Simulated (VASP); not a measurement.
# H: single point with PBE

Crystal: H.

```xyz
4
Lattice="5.0370 0.0000 0.0000 0.0000 5.0370 0.0000 0.0000 0.0000 5.0370" Properties=species:S:1:pos:R:3 pbc="T T T"
H     0.0000    0.0000    0.0000
H     2.5185    0.0000    2.5185
H     2.5185    2.5185    0.0000
H     0.0000    2.5185    2.5185
```

```
Program                : VASP 6.6.1
Task                   : single point
Functional             : PBE
Potentials or basis    : VASP PAW PBE potentials, release 64 (H)
Cutoff                 : 520 eV
k mesh                 : 7 × 7 × 7
Occupations            : fermi-dirac, width 0.1 eV
Spin                   : no spin polarisation
Dipole correction      : no
Further INCAR settings : ALGO = Normal; EDIFF = 1e-07; NBANDS = 10
```

The pressure is -2.4 GPa. The band gap on the k mesh is zero (band 2 reaches -5.29 eV, above the bottom of band 3 at -5.81 eV).

Levels at points of the mesh, in eV from the Fermi level:
| k point | band 1 | band 2 | band 3 | band 4 | band 5 | band 6 |
| --- | --- | --- | --- | --- | --- | --- |
| (0.00, 0.00, 0.00) | -1.58 | 0.42 | 0.42 | 0.42 | 7.98 | 7.98 |

Run time: 57 s on 1 thread of AMD EPYC 7R13, with other jobs on the host, peak memory 0.22 GiB.
